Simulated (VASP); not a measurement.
# ZrO2 (P4_2/nmc) in VASP: vibrations by perturbation theory with LDA

Aim: the vibrations by perturbation theory of ZrO2 with LDA.

Everything below comes from runs of VASP 6.6.1. Logs are shortened: lines on timing, memory, paths and dates and some standing lists are left out, and cuts for length are marked.

### 1 The cell of the first run

It takes space group P4_2/nmc (No. 137, tetragonal). Conventional cell: a = 3.557 Å, b = 3.557 Å, c = 5.111 Å, α = 90.00°, β = 90.00°, γ = 90.00°. Zr (site symmetry -4m2) has 8 O at 2.07 to 2.32 Å within 2.7 Å. Within 2.7 Å of O (site symmetry 2mm) lie 4 Zr at 2.07 to 2.32 Å and 6 O at 2.55 to 2.56 Å.

### 2 Vibrations by perturbation theory, LDA

INCAR reads:

```
PREC     = Accurate       # precision mode
ENCUT    = 600            # plane-wave cutoff, eV
EDIFF    = 1E-8           # SCF threshold, eV
ISMEAR   = 0              # smearing method
SIGMA    = 0.01           # smearing width, eV
LREAL    = F              # projectors in reciprocal space
LASPH    = T              # aspherical terms in the spheres
NELM     = 120            # most SCF steps
ALGO     = Normal         # electronic algorithm
ISIF     = 2              # what is computed and relaxed
LWAVE    = F              # write WAVECAR
LCHARG   = T              # write CHGCAR
IBRION   = 8              # ionic algorithm
NSW      = 1              # ionic steps
LEPSILON = T              # dielectric tensor by DFPT
GGA_COMPAT= F
```

KPOINTS reads:

```
regular mesh
0
Gamma
  6 6 4
```

POSCAR reads:

```
ZrO2
1.0
    3.5574854128      0.0000000000      0.0000000000
    0.0000000000      3.5574854128      0.0000000000
    0.0000000000      0.0000000000      5.1110561874
Zr O
2 4
Direct
    0.0000000000      0.0000000000      0.0000000000
    0.5000000000      0.5000000000      0.5000000000
    0.0000000000      0.5000000000      0.2070879795
    0.0000000000      0.5000000000      0.7070879795
    0.5000000000      0.0000000000      0.2929120205
    0.5000000000      0.0000000000      0.7929120205
```

Potentials or basis: VASP PAW LDA potentials, release 64 (Zr_sv, O).

Run with:

```sh
$ cat potpaw_LDA.64/Zr_sv/POTCAR potpaw_LDA.64/O/POTCAR > POTCAR
$ mpirun -np 1 vasp_std > vasp.out
```

OUTCAR:

```text
PREC = Accurate
   ENCUT = 600
   EDIFF = 1E-8
   ISMEAR = 0
   LREAL = F
   LASPH = T
   NELM = 120
   ISIF = 2
   IBRION = 8
   NSW = 1
   LEPSILON = T

 ion  position               nearest neighbor table
   1  0.000  0.000  0.000-   3 2.07   6 2.07   3 2.07   6 2.07   5 2.32   4 2.32   5 2.32   4 2.32
                             2 3.59   2 3.59   2 3.59   2 3.59   2 3.59   2 3.59   2 3.59   2 3.59
   2  0.500  0.500  0.500-   4 2.07   5 2.07   5 2.07   4 2.07   3 2.32   6 2.32   3 2.32   6 2.32
                             1 3.59   1 3.59   1 3.59   1 3.59   1 3.59   1 3.59   1 3.59   1 3.59
   3  0.000  0.500  0.207-   1 2.07   1 2.07   2 2.32   2 2.32
   4  0.000  0.500  0.707-   2 2.07   2 2.07   1 2.32   1 2.32
   5  0.500  0.000  0.293-   2 2.07   2 2.07   1 2.32   1 2.32
   6  0.500  0.000  0.793-   1 2.07   1 2.07   2 2.32   2 2.32

  LATTYP: Found a simple tetragonal cell.
 ALAT       =     3.5574854128
 C/A-ratio  =     1.4367047491

  Lattice vectors:

 A1 = (   3.5574854128,   0.0000000000,   0.0000000000)
 A2 = (   0.0000000000,   3.5574854128,   0.0000000000)
 A3 = (   0.0000000000,   0.0000000000,   5.1110561874)

Analysis of symmetry for initial positions (statically):
=====================================================================
 Subroutine PRICEL returns:
 Original cell was already a primitive cell.

 Routine SETGRP: Setting up the symmetry group for a
 simple tetragonal supercell.

 Subroutine GETGRP returns: Found 16 space group operations
 (whereof  8 operations were pure point group operations)
 out of a pool of 16 trial point group operations.

The static configuration has the point symmetry D_2d.
 The point group associated with its full space group is D_4h.

Analysis of symmetry for dynamics (positions and initial velocities):
=====================================================================
 Subroutine PRICEL returns:
 Original cell was already a primitive cell.

 Routine SETGRP: Setting up the symmetry group for a
 simple tetragonal supercell.

 Subroutine GETGRP returns: Found 16 space group operations
 (whereof  8 operations were pure point group operations)
 out of a pool of 16 trial point group operations.

The dynamic configuration has the point symmetry D_2d.
 The point group associated with its full space group is D_4h.

 Subroutine INISYM returns: Found 16 space group operations
 (whereof  8 operations are pure point group operations),
 and found     1 'primitive' translations

----------------------------------------------------------------------------------------

                                     Primitive cell

  volume of cell :      64.6840

  direct lattice vectors                    reciprocal lattice vectors
     3.557485413  0.000000000  0.000000000     0.281097428  0.000000000  0.000000000
     0.000000000  3.557485413  0.000000000     0.000000000  0.281097428  0.000000000
     0.000000000  0.000000000  5.111056187     0.000000000  0.000000000  0.195654276

  length of vectors
     3.557485413  3.557485413  5.111056187     0.281097428  0.281097428  0.195654276

  position of ions in fractional coordinates (direct lattice)
[... 971 lines left out ...]
------------------------ aborting loop because EDIFF is reached ----------------------------------------

 INTERNAL STRAIN TENSOR  FOR ION    3  DIRECTION 3   (eV/Angst):
 -----------------------------------------------------------------------------
     4.97896  0.00000  0.00000
     0.00000-11.56978  0.00000
     0.00000  0.00000 -7.35743

 MACROSCOPIC STATIC DIELECTRIC TENSOR (including local field effects in DFT)
 ------------------------------------------------------
           5.777529     0.000000     0.000000
           0.000000     5.777529     0.000000
          -0.000000    -0.000000     5.262990
 ------------------------------------------------------

 PIEZOELECTRIC TENSOR (including local field effects)  for field in x, y, z        (e  Angst)
          XX          YY          ZZ          XY          YZ          ZX
  --------------------------------------------------------------------------------
  x     0.00000     0.00000     0.00000     0.00000     0.00000     0.00000
  y     0.00000     0.00000    -0.00000     0.00000     0.00000     0.00000
  z     0.00000     0.00000     0.00000     0.00000     0.00000     0.00000

 PIEZOELECTRIC TENSOR (including local field effects)  for field in x, y, z        (C/m^2)
          XX          YY          ZZ          XY          YZ          ZX
  --------------------------------------------------------------------------------
  x     0.00000     0.00000     0.00000     0.00000     0.00000     0.00000
  y     0.00000     0.00000    -0.00000     0.00000     0.00000     0.00000
  z     0.00000     0.00000     0.00000     0.00000     0.00000     0.00000

 BORN EFFECTIVE CHARGES (including local field effects) (in |e|, cummulative output)
 ---------------------------------------------------------------------------------
 ion    1
    1     5.74329     0.00000     0.00000
    2     0.00000     5.74329     0.00000
    3     0.00000     0.00000     5.07907
 ion    2
    1     5.74329     0.00000    -0.00000
    2     0.00000     5.74329     0.00000
    3     0.00000     0.00000     5.07907
 ion    3
    1    -2.19150     0.00000     0.00000
    2     0.00000    -3.55179     0.00000
    3     0.00000     0.00000    -2.53954
 ion    4
    1    -3.55179     0.00000     0.00000
    2     0.00000    -2.19150     0.00000
    3     0.00000     0.00000    -2.53954
 ion    5
    1    -2.19150     0.00000     0.00000
    2     0.00000    -3.55179     0.00000
    3     0.00000     0.00000    -2.53954
 ion    6
    1    -3.55179     0.00000     0.00000
    2     0.00000    -2.19150     0.00000
    3     0.00000     0.00000    -2.53954

 INTERNAL STRAIN TENSOR FOR ION    6 for displacements in x,y,z  (eV/Angst):
          X           Y           Z          XY          YZ          ZX
  --------------------------------------------------------------------------------
  x     0.00000     0.00000     0.00000     0.00000     0.00000     9.63843
  y     0.00000     0.00000     0.00000     0.00000    -4.26676     0.00000
  z    11.56978    -4.97896     7.35743     0.00000     0.00000     0.00000

 SECOND DERIVATIVES (NOT SYMMETRIZED)
 ------------------------------------
               1X          1Y          1Z          2X          2Y          2Z          3X          3Y          3Z          4X          4Y          4Z          5X          5Y          5Z          6X          6Y          6Z
  1X    -9.378210    0.000000    0.000000    0.475183    0.000000    0.000000    1.197755    0.000000    0.000000    0.856268    0.000000    0.000000   -1.259567    0.000000    0.000000    8.108570    0.000000    0.000000
  1Y     0.000000   -9.378210    0.000000    0.000000    0.475183    0.000000    0.000000    8.108570    0.000000    0.000000   -1.259567    0.000000    0.000000    0.856268    0.000000    0.000000    1.197755    0.000000
  1Z     0.000000    0.000000  -25.751819    0.000000    0.000000   15.757072    0.000000    0.000000    5.804511    0.000000    0.000000   -0.807138    0.000000    0.000000   -0.807138    0.000000    0.000000    5.804511
  2X     0.475183    0.000000    0.000000   -9.378210    0.000000    0.000000   -1.259567    0.000000    0.000000    8.108570    0.000000    0.000000    1.197755    0.000000    0.000000    0.856268    0.000000    0.000000
  2Y     0.000000    0.475183    0.000000    0.000000   -9.378210    0.000000    0.000000    0.856268    0.000000    0.000000    1.197755    0.000000    0.000000    8.108570    0.000000    0.000000   -1.259567    0.000000
  2Z     0.000000    0.000000   15.757072    0.000000    0.000000  -25.751819    0.000000    0.000000   -0.807138    0.000000    0.000000    5.804511    0.000000    0.000000    5.804511    0.000000    0.000000   -0.807138
  3X     1.195332    0.000000    0.000000   -1.259918    0.000000    0.000000   -6.938750    0.000000    0.000000    0.926358    0.000000    0.000000    5.671386    0.000000    0.000000    0.405592    0.000000    0.000000
  3Y     0.000000    8.113260    0.000000    0.000000    0.864795    0.000000    0.000000  -17.486307    0.000000    0.000000    0.921260    0.000000    0.000000    7.181587    0.000000    0.000000    0.405406    0.000000
  3Z     0.000000    0.000000    5.801919    0.000000    0.000000   -0.796312    0.000000    0.000000  -13.837031    0.000000    0.000000    9.162079    0.000000    0.000000   -1.604717    0.000000    0.000000    1.274062
  4X     0.864795    0.000000    0.000000    8.113260    0.000000    0.000000    0.921260    0.000000    0.000000  -17.486307    0.000000    0.000000    0.405406    0.000000    0.000000    7.181587    0.000000    0.000000
  4Y     0.000000   -1.259918    0.000000    0.000000    1.195332    0.000000    0.000000    0.926358    0.000000    0.000000   -6.938750    0.000000    0.000000    0.405592    0.000000    0.000000    5.671386    0.000000
  4Z     0.000000    0.000000   -0.796312    0.000000    0.000000    5.801919    0.000000    0.000000    9.162079    0.000000    0.000000  -13.837031    0.000000    0.000000    1.274062    0.000000    0.000000   -1.604717
  5X    -1.259918    0.000000    0.000000    1.195332    0.000000    0.000000    5.671386    0.000000    0.000000    0.405592    0.000000    0.000000   -6.938750    0.000000    0.000000    0.926358    0.000000    0.000000
  5Y     0.000000    0.864795    0.000000    0.000000    8.113260    0.000000    0.000000    7.181587    0.000000    0.000000    0.405406    0.000000    0.000000  -17.486307    0.000000    0.000000    0.921260    0.000000
  5Z     0.000000    0.000000   -0.796312    0.000000    0.000000    5.801919    0.000000    0.000000   -1.604717    0.000000    0.000000    1.274062    0.000000    0.000000  -13.837031    0.000000    0.000000    9.162079
  6X     8.113260    0.000000    0.000000    0.864795    0.000000    0.000000    0.405406    0.000000    0.000000    7.181587    0.000000    0.000000    0.921260    0.000000    0.000000  -17.486307    0.000000    0.000000
  6Y     0.000000    1.195332    0.000000    0.000000   -1.259918    0.000000    0.000000    0.405592    0.000000    0.000000    5.671386    0.000000    0.000000    0.926358    0.000000    0.000000   -6.938750    0.000000
  6Z     0.000000    0.000000    5.801919    0.000000    0.000000   -0.796312    0.000000    0.000000    1.274062    0.000000    0.000000   -1.604717    0.000000    0.000000    9.162079    0.000000    0.000000  -13.837031

 Eigenvectors and eigenvalues of the dynamical matrix
 ----------------------------------------------------

   1 f  =   19.881775 THz   124.920878 2PiTHz  663.184635 cm-1    82.224378 meV
             X         Y         Z           dx          dy          dz
      0.000000  0.000000  0.000000     0.000000    0.000000    0.000000
      1.778743  1.778743  2.555528    -0.000000   -0.000000   -0.000000
      0.000000  1.778743  1.058438    -0.000000    0.000000   -0.500000
      0.000000  1.778743  3.613966     0.000000    0.000000    0.500000
      1.778743  0.000000  1.497090     0.000000   -0.000000   -0.500000
      1.778743  0.000000  4.052618    -0.000000   -0.000000    0.500000
[... 145 lines left out ...]
  18 f/i=    0.003665 THz     0.023031 2PiTHz    0.122265 cm-1     0.015159 meV
             X         Y         Z           dx          dy          dz
      0.000000  0.000000  0.000000    -0.000000    0.000000   -0.608534
      1.778743  1.778743  2.555528    -0.000000    0.000000   -0.608534
      0.000000  1.778743  1.058438    -0.000000    0.000000   -0.254644
      0.000000  1.778743  3.613966    -0.000000    0.000000   -0.254644
      1.778743  0.000000  1.497090    -0.000000    0.000000   -0.254644
      1.778743  0.000000  4.052618    -0.000000    0.000000   -0.254644

--------------------------------------------------------------------------------------------------------

 MACROSCOPIC STATIC DIELECTRIC TENSOR IONIC CONTRIBUTION
 ------------------------------------------------------
          42.758667     0.000000     0.000000
           0.000000    42.758667     0.000000
           0.000000     0.000000    14.433026
 ------------------------------------------------------

 ELASTIC MODULI CONTR FROM IONIC RELAXATION (kBar)
 Direction    XX          YY          ZZ          XY          YZ          ZX
 --------------------------------------------------------------------------------
 XX        -735.3676    240.0283   -552.9545      0.0000     -0.0000     -0.0000
 YY         240.0283   -735.3676   -552.9545      0.0000     -0.0000      0.0000
 ZZ        -552.9545   -552.9545  -1234.5424      0.0000     -0.0000      0.0000
 XY           0.0000      0.0000      0.0000      0.0000      0.0000      0.0000
 YZ          -0.0000     -0.0000     -0.0000      0.0000   -631.3918     -0.0000
 ZX          -0.0000      0.0000      0.0000      0.0000     -0.0000   -638.2968
 --------------------------------------------------------------------------------

 PIEZOELECTRIC TENSOR IONIC CONTR  for field in x, y, z        (C/m^2)
          XX          YY          ZZ          XY          YZ          ZX
  --------------------------------------------------------------------------------
  x     0.00000    -0.00000    -0.00000     0.00000    -0.00000    -0.00000
  y     0.00000     0.00000     0.00000     0.00000     0.00000     0.00000
  z    -0.00000    -0.00000    -0.00000     0.00000     0.00000    -0.00000
```

Run time: 36 min. Hardware: 1 thread of Intel Xeon Platinum 8488C (Sapphire Rapids), shared host; peak memory 0.57 GiB.

What came out:

```yaml
Electronic_dielectric_tensor_diagonal: 5.78, 5.78, 5.26
Born_charges_mean_of_the_diagonal: Zr +5.52; O -2.76 e
Highest_phonon_frequency_at_Γ_LO-TO_splitting_left_out: 663 cm⁻¹
```

Phonon frequencies in cm⁻¹ (negative: imaginary):
| q point | frequencies |
| --- | --- |
| (0.000, 0.000, 0.000) | 0 0 0 146 146 148 148 272 324 339 449 449 464 464 601 653 653 663 |

Electronic dielectric tensor:
```
5.78 0.00 0.00
0.00 5.78 0.00
0.00 0.00 5.26
```

Born effective charge tensors (e):
atom 1, Zr
```
5.74 0.00 0.00
0.00 5.74 0.00
0.00 0.00 5.08
```
atom 2, Zr
```
5.74 0.00 0.00
0.00 5.74 0.00
0.00 0.00 5.08
```
atom 3, O
```
-2.19  0.00  0.00
 0.00 -3.55  0.00
 0.00  0.00 -2.54
```
atom 4, O
```
-3.55  0.00  0.00
 0.00 -2.19  0.00
 0.00  0.00 -2.54
```
atom 5, O
```
-2.19  0.00  0.00
 0.00 -3.55  0.00
 0.00  0.00 -2.54
```
atom 6, O
```
-3.55  0.00  0.00
 0.00 -2.19  0.00
 0.00  0.00 -2.54
```
